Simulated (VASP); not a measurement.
# PbSe (Pm-3m) in VASP: further runs

Runs on PbSe. Level: LDA. Tasks: single point.

Program: VASP 6.6.1. These are calculated values, not measurements. Logs are shortened: lines on timing, memory, paths and dates and some standing lists are left out, and cuts for length are marked.

## Step 1: The cell of the first run

Symmetry: Pm-3m, No. 221, cubic system. Conventional cell: a = 3.707 Å, b = 3.707 Å, c = 3.707 Å, α = 90.00°, β = 90.00°, γ = 90.00°. Pb (site symmetry m-3m) has 8 Se at 3.21 Å and 6 Pb at 3.71 Å within 4.2 Å. Se (site symmetry m-3m) has 8 Pb at 3.21 Å and 6 Se at 3.71 Å within 4.2 Å.

## Step 2: Single point, LDA

INCAR reads:

```
SYSTEM = PbSe
PREC = Accurate
ENCUT = 520
EDIFF = 1E-7
ISMEAR = -1
SIGMA = 0.05
LREAL = .FALSE.
LASPH = .TRUE.
NELM = 80
ALGO = Normal
ISIF = 2
LWAVE = .FALSE.
LCHARG = .FALSE.
GGA = CA
NBANDS = 17
```

KPOINTS reads:

```
regular mesh
0
G
  7 7 7
  0 0 0
```

POSCAR reads:

```
PbSe
1.0
    3.7070692621      0.0000000000      0.0000000000
    0.0000000000      3.7070692621      0.0000000000
    0.0000000000      0.0000000000      3.7070692621
Pb Se
1 1
Direct
    0.0000000000      0.0000000000      0.0000000000
    0.5000000000      0.5000000000      0.5000000000
```

Potentials or basis: VASP PAW LDA potentials, release 64 (Pb_d, Se).

On the command line:

```console
cat potpaw_LDA.64/Pb_d/POTCAR potpaw_LDA.64/Se/POTCAR > POTCAR
mpirun -np 1 vasp_std > vasp.out
```

OUTCAR:

```text
SYSTEM = PbSe
   PREC = Accurate
   ENCUT = 520
   EDIFF = 1E-7
   ISMEAR = -1
   LREAL = .FALSE.
   LASPH = .TRUE.
   NELM = 80
   ISIF = 2
   GGA = CA

 ion  position               nearest neighbor table
   1  0.000  0.000  0.000-   2 3.21   2 3.21   2 3.21   2 3.21   2 3.21   2 3.21   2 3.21   2 3.21

   2  0.500  0.500  0.500-   1 3.21   1 3.21   1 3.21   1 3.21   1 3.21   1 3.21   1 3.21   1 3.21

  LATTYP: Found a simple cubic cell.
 ALAT       =     3.7070692621

  Lattice vectors:

 A1 = (   3.7070692621,   0.0000000000,   0.0000000000)
 A2 = (   0.0000000000,   3.7070692621,   0.0000000000)
 A3 = (   0.0000000000,   0.0000000000,   3.7070692621)

Analysis of symmetry for initial positions (statically):
=====================================================================
 Subroutine PRICEL returns:
 Original cell was already a primitive cell.

 Routine SETGRP: Setting up the symmetry group for a
 simple cubic supercell.

 Subroutine GETGRP returns: Found 48 space group operations
 (whereof 48 operations were pure point group operations)
 out of a pool of 48 trial point group operations.

The static configuration has the point symmetry O_h .

Analysis of symmetry for dynamics (positions and initial velocities):
=====================================================================
 Subroutine PRICEL returns:
 Original cell was already a primitive cell.

 Routine SETGRP: Setting up the symmetry group for a
 simple cubic supercell.

 Subroutine GETGRP returns: Found 48 space group operations
 (whereof 48 operations were pure point group operations)
 out of a pool of 48 trial point group operations.

The dynamic configuration has the point symmetry O_h .

 Subroutine INISYM returns: Found 48 space group operations
 (whereof 48 operations are pure point group operations),
 and found     1 'primitive' translations

----------------------------------------------------------------------------------------

                                     Primitive cell

  volume of cell :      50.9439

  direct lattice vectors                    reciprocal lattice vectors
     3.707069262  0.000000000  0.000000000     0.269754874  0.000000000  0.000000000
     0.000000000  3.707069262  0.000000000     0.000000000  0.269754874  0.000000000
     0.000000000  0.000000000  3.707069262     0.000000000  0.000000000  0.269754874

  length of vectors
     3.707069262  3.707069262  3.707069262     0.269754874  0.269754874  0.269754874

  position of ions in fractional coordinates (direct lattice)
     0.000000000  0.000000000  0.000000000
     0.500000000  0.500000000  0.500000000

  ion indices of the primitive-cell ions
   primitive index   ion index
                 1           1
                 2           2

----------------------------------------------------------------------------------------

 KPOINTS: regular mesh

Automatic generation of k-mesh.
 Grid dimensions read from file:
 generate k-points for:    7    7    7

 Generating k-lattice:

  Cartesian coordinates                     Fractional coordinates (reciprocal lattice)
     0.038536411  0.000000000  0.000000000     0.142857143  0.000000000  0.000000000
     0.000000000  0.038536411  0.000000000     0.000000000  0.142857143  0.000000000
     0.000000000  0.000000000  0.038536411     0.000000000  0.000000000  0.142857143

  Length of vectors
     0.038536411  0.038536411  0.038536411

  Shift w.r.t. Gamma in fractional coordinates (k-lattice)
     0.000000000  0.000000000  0.000000000

 Subroutine IBZKPT returns following result:
 ===========================================

 Found     20 irreducible k-points:

 Following reciprocal coordinates:
            Coordinates               Weight
  0.000000  0.000000  0.000000      1.000000
  0.142857  0.000000  0.000000      6.000000
  0.285714  0.000000  0.000000      6.000000
  0.428571  0.000000  0.000000      6.000000
  0.142857  0.142857  0.000000     12.000000
  0.285714  0.142857  0.000000     24.000000
[... 12 lines left out ...]
  0.428571  0.428571  0.285714     24.000000
  0.428571  0.428571  0.428571      8.000000
   k-points           NKPTS =     20   k-points in BZ     NKDIM =     20   number of bands    NBANDS=     17
   number of dos      NEDOS =    301   number of ions     NIONS =      2
   total plane-waves  NPLWV =  21952
   dimension x,y,z NGX =    28 NGY =   28 NGZ =   28
   dimension x,y,z NGXF=    56 NGYF=   56 NGZF=   56
   ions per type =               1   1
   NGX,Y,Z   is equivalent  to a cutoff of  12.56, 12.56, 12.56 a.u.
   NGXF,Y,Z  is equivalent  to a cutoff of  25.11, 25.11, 25.11 a.u.
 SYSTEM =  PbSe
   PREC   = accura    normal or accurate (medium, high low for compatibility)
   ISTART =      0    job   : 0-new  1-cont  2-samecut
   ICHARG =      2    charge: 1-file 2-atom 10-const
   ISPIN  =      1    spin polarized calculation?
   LNONCOLLINEAR =      F non collinear calculations
   LSORBIT =      F    spin-orbit coupling
   LASPH  =      T    aspherical Exc in radial PAW
   ENCUT  =  520.0 eV  38.22 Ry    6.18 a.u.   6.89  6.89  6.89*2*pi/ulx,y,z
   NELM   =     80;   NELMIN=  2; NELMDL= -5     # of ELM steps
   EDIFF  = 0.1E-06   stopping-criterion for ELM
   LREAL  =      F    real-space projection
   EDIFFG = 0.1E-05   stopping-criterion for IOM
   NSW    =      0    number of steps for IOM
   IBRION =     -1    ionic relax: 0-MD 1-quasi-New 2-CG
   NFREE  =      0    steps in history (QN), initial steepest desc. (CG)
   ISIF   =      2    stress and relaxation
   ISYM   =      2    0-nonsym 1-usesym 2-fastsym
   POTIM  = 0.5000    time-step for ionic-motion
   TEBEG  =    0.0;   TEEND  =   0.0 temperature during run
   PSTRESS=    0.0 pullay stress
   NELECT =      20.0000    total number of electrons
   NUPDOWN=      -1.0000    fix difference up-down
   EMIN   =  10.00;   EMAX   =-10.00  energy-range for DOS
   EFERMI =   0.00;   METHOD = LEGACY
   ISMEAR =    -1;   SIGMA  =   0.05  broadening in eV -4-tet -1-fermi 0-gaus
   EFERMI_NEDOS =   21; number of points for ismear=-14 and -15
   IALGO  =     38    algorithm
   IMIX   =      4    mixing-type and parameters
     AMIX     =   0.40;   BMIX     =  1.00
     AMIX_MAG =   1.60;   BMIX_MAG =  1.00
  volume/ion in A,a.u.               =      25.47       171.89
  Fermi-wavevector in a.u.,A,eV,Ry     =   1.198728  2.265268 19.550889  1.436950
  Thomas-Fermi vector in A             =   2.334610
   LORBIT       =      0    0 simple, 1 ext, 2 COOP (PROOUT), +10 PAW based schemes
   GGA     = CA    functional components
   LHFCALC =     F    Hartree Fock is set to
   AEXX    =    0.0000 exact exchange contribution
   IVDW    =     0    specifies the selected vdW correction
   LEPSILON=     F    determine dielectric tensor
   LRPA    =     F    only Hartree local field effects (RPA)
 non-spin polarized calculation
  energy-cutoff  :      520.00
  volume of cell :       50.94
 maximum number of plane-waves:      1386
 NGX is ok and might be reduce to    28
   NGX = 13   NGY = 13   NGZ = 13

 number of electron      19.9999999 magnetization

 Free energy of the ion-electron system (eV)
  ---------------------------------------------------
  ext. energy  EPLUGINS =         0.00000000
  ---------------------------------------------------
  free energy    TOTEN  =        -9.04667185 eV

  energy without entropy =       -9.03720329  energy(sigma->0) =       -9.04193757

 E-fermi :   5.8788     XC(G=0): -10.5229

 val. band max:        5.8350480122   @ k =   0.2857   0.1429   0.1429
 cond. band min:       5.9010214121   @ k =   0.1429   0.1429   0.1429
 fundamental gap:      0.0659733999
 Fermi energy:         5.8788161998

 k-point     1 :       0.0000    0.0000    0.0000
  band No.  band energies     occupation
      1     -10.9963      2.00000
      2     -10.9963      2.00000
      3     -10.8153      2.00000
      4     -10.8153      2.00000
      5     -10.8153      2.00000
      6      -7.7545      2.00000
[... 9 lines left out ...]
     16      17.9777      0.00000
     17      18.9874      0.00000

 k-point     2 :       0.1429    0.0000    0.0000
  band No.  band energies     occupation
      1     -10.9946      2.00000
      2     -10.9693      2.00000
      3     -10.8257      2.00000
      4     -10.8257      2.00000
      5     -10.8144      2.00000
      6      -7.5893      2.00000
[... 9 lines left out ...]
     16      17.9118      0.00000
     17      18.3013      0.00000

 k-point     3 :       0.2857    0.0000    0.0000
  band No.  band energies     occupation
      1     -10.9908      2.00000
      2     -10.9090      2.00000
      3     -10.8490      2.00000
      4     -10.8490      2.00000
      5     -10.8123      2.00000
      6      -7.1401      2.00000
[... 9 lines left out ...]
     16      15.9480      0.00000
     17      18.5340      0.00000

 k-point     4 :       0.4286    0.0000    0.0000
  band No.  band energies     occupation
      1     -10.9877      2.00000
      2     -10.8675      2.00000
      3     -10.8675      2.00000
      4     -10.8611      2.00000
      5     -10.8107      2.00000
      6      -6.6368      2.00000
[... 9 lines left out ...]
     16      18.2359      0.00000
     17      19.0555      0.00000

 k-point     5 :       0.1429    0.1429    0.0000
  band No.  band energies     occupation
      1     -10.9805      2.00000
      2     -10.9543      2.00000
      3     -10.8390      2.00000
      4     -10.8256      2.00000
      5     -10.8235      2.00000
      6      -7.4255      2.00000
[... 9 lines left out ...]
     16      16.7060      0.00000
     17      17.2293      0.00000

 k-point     6 :       0.2857    0.1429    0.0000
  band No.  band energies     occupation
      1     -10.9723      2.00000
      2     -10.8975      2.00000
      3     -10.8683      2.00000
      4     -10.8474      2.00000
      5     -10.8219      2.00000
      6      -6.9847      2.00000
[... 9 lines left out ...]
     16      16.1920      0.00000
     17      16.9234      0.00000

 k-point     7 :       0.4286    0.1429    0.0000
  band No.  band energies     occupation
      1     -10.9686      2.00000
      2     -10.8912      2.00000
      3     -10.8654      2.00000
      4     -10.8493      2.00000
      5     -10.8199      2.00000
      6      -6.5018      2.00000
[... 9 lines left out ...]
     16      17.3928      0.00000
     17      17.7345      0.00000

 k-point     8 :       0.2857    0.2857    0.0000
  band No.  band energies     occupation
      1     -10.9471      2.00000
      2     -10.9101      2.00000
      3     -10.8554      2.00000
      4     -10.8452      2.00000
      5     -10.8419      2.00000
      6      -6.5807      2.00000
[... 9 lines left out ...]
     16      15.8898      0.00000
     17      16.4430      0.00000
[... 123 lines left out ...]
      1     -10.9365      2.00000
      2     -10.9083      2.00000
      3     -10.8769      2.00000
      4     -10.8533      2.00000
      5     -10.8090      2.00000
      6      -6.0799      2.00000
[... 9 lines left out ...]
     16      15.8446      0.00000
     17      18.1509      0.00000

 k-point    16 :       0.4286    0.4286    0.1429
  band No.  band energies     occupation
      1     -10.9717      2.00000
      2     -10.8913      2.00000
      3     -10.8719      2.00000
      4     -10.8709      2.00000
      5     -10.7706      2.00000
      6      -5.8063      2.00000
[... 9 lines left out ...]
     16      16.4318      0.00000
     17      17.9129      0.00000

 k-point    17 :       0.2857    0.2857    0.2857
  band No.  band energies     occupation
      1     -10.9087      2.00000
      2     -10.8837      2.00000
      3     -10.8837      2.00000
      4     -10.8509      2.00000
      5     -10.8509      2.00000
      6      -6.1530      2.00000
[... 9 lines left out ...]
     16      15.9798      0.00000
     17      19.6243      0.00000

 k-point    18 :       0.4286    0.2857    0.2857
  band No.  band energies     occupation
      1     -10.9301      2.00000
      2     -10.9058      2.00000
      3     -10.8812      2.00000
      4     -10.8493      2.00000
      5     -10.7984      2.00000
      6      -5.8665      2.00000
[... 9 lines left out ...]
     16      17.0710      0.00000
     17      20.0868      0.00000

 k-point    19 :       0.4286    0.4286    0.2857
  band No.  band energies     occupation
      1     -10.9494      2.00000
      2     -10.9044      2.00000
      3     -10.9024      2.00000
      4     -10.8229      2.00000
      5     -10.7691      2.00000
      6      -5.6779      2.00000
[... 9 lines left out ...]
     16      18.2539      0.00000
     17      20.8068      0.00000

 k-point    20 :       0.4286    0.4286    0.4286
  band No.  band energies     occupation
      1     -10.9342      2.00000
      2     -10.9273      2.00000
      3     -10.9273      2.00000
      4     -10.7679      2.00000
      5     -10.7679      2.00000
      6      -5.5667      2.00000
[... 9 lines left out ...]
     16      19.3602      0.00000
     17      23.1909      0.00000

------------------------ aborting loop because EDIFF is reached ----------------------------------------

  FORCE on cell =-STRESS in cart. coord.  units (eV):
  Direction    XX          YY          ZZ          XY          YZ          ZX
  --------------------------------------------------------------------------------------
  -------------------------------------------------------------------------------------
  Total       -0.5725784     -0.5725784     -0.5725784      0.0000000      0.0000000     -0.0000000
  in kB      -18.0075018    -18.0075018    -18.0075018      0.0000000      0.0000000     -0.0000000
  external PRESSURE =     -18.0075018 kB  Pullay stress =       0.0000000 kB

 VOLUME and BASIS-vectors are now :
 -----------------------------------------------------------------------------
  energy-cutoff  :      520.00
  volume of cell :       50.94
      direct lattice vectors                 reciprocal lattice vectors
     3.707069262  0.000000000  0.000000000     0.269754874  0.000000000  0.000000000
     0.000000000  3.707069262  0.000000000     0.000000000  0.269754874  0.000000000
     0.000000000  0.000000000  3.707069262     0.000000000  0.000000000  0.269754874

 POSITION                                       TOTAL-FORCE (eV/Angst)
 -----------------------------------------------------------------------------------
      0.00000      0.00000      0.00000         0.000000      0.000000      0.000000
      1.85353      1.85353      1.85353         0.000000      0.000000      0.000000
 -----------------------------------------------------------------------------------
    total drift:                               -0.000000      0.000000     -0.000000

  FREE ENERGIE OF THE ION-ELECTRON SYSTEM (eV)
  ---------------------------------------------------
  free  energy   TOTEN  =        -9.0466718535 eV

  energy  without entropy=       -9.0372032935  energy(sigma->0) =       -9.04193757
```

Wall time 13 s (1 thread of Intel Xeon Platinum 8259CL at 2.50GHz (Skylake/Cascade Lake), shared host); peak memory 0.15 GiB.

What came out:

| Item | Value |
| --- | --- |
| Free energy | -9.0467 eV |
| Pressure | -1.8 GPa |
| Band gap on the k mesh | zero (band 10 reaches 5.90 eV, above the bottom of band 11 at 5.52 eV) |

Caveat: spin-orbit coupling is left out, which moves the levels of the heavy elements.

## Step 3: Single point, LDA

This run uses another cell than the first one, of 26.01 Å³/atom, 1.021 times its volume.

INCAR reads:

```
SYSTEM = PbSe
PREC = Accurate ; ENCUT = 520
EDIFF = 1E-6 ; ISMEAR = -1
SIGMA = 0.05 ; LREAL = .FALSE.
LASPH = .TRUE. ; NELM = 60
ALGO = Normal ; ISIF = 2
LWAVE = .FALSE. ; LCHARG = .FALSE.
GGA = CA ; NBANDS = 17
```

KPOINTS is that of step 2.

POSCAR reads:

```
PbSe
1.0
    3.7331762438      0.0000000000      0.0000000000
    0.0000000000      3.7331762438      0.0000000000
    0.0000000000      0.0000000000      3.7331762438
Pb Se
1 1
Direct
    0.0000000000      0.0000000000      0.0000000000
    0.5000000000      0.5000000000      0.5000000000
```

Potentials or basis: VASP PAW LDA potentials, release 64 (Pb_d, Se).

On the command line:

```console
cat potpaw_LDA.64/Pb_d/POTCAR potpaw_LDA.64/Se/POTCAR > POTCAR
mpirun -np 1 vasp_std > vasp.out
```

Wall time 11 s (1 thread of Intel Xeon Platinum 8259CL at 2.50GHz (Skylake/Cascade Lake), shared host); peak memory 0.14 GiB.

It converged, with:

```
Free energy            : -9.0310 eV
Pressure               : -2.9 GPa
Band gap on the k mesh : zero (band 10 reaches 5.64 eV, above the bottom of band 11 at 5.33 eV)
```

Levels at points of the mesh, in eV from the Fermi level:
| k point | band 6 | band 7 | band 8 | band 9 | band 10 | band 11 | band 12 | band 13 | band 14 | band 15 |
| --- | --- | --- | --- | --- | --- | --- | --- | --- | --- | --- |
| (0.00, 0.00, 0.00) | -13.48 | -7.01 | -1.58 | -1.58 | -1.58 | 5.08 | 5.08 | 6.27 | 6.27 | 6.27 |

Caveat: spin-orbit coupling is left out, which moves the levels of the heavy elements.
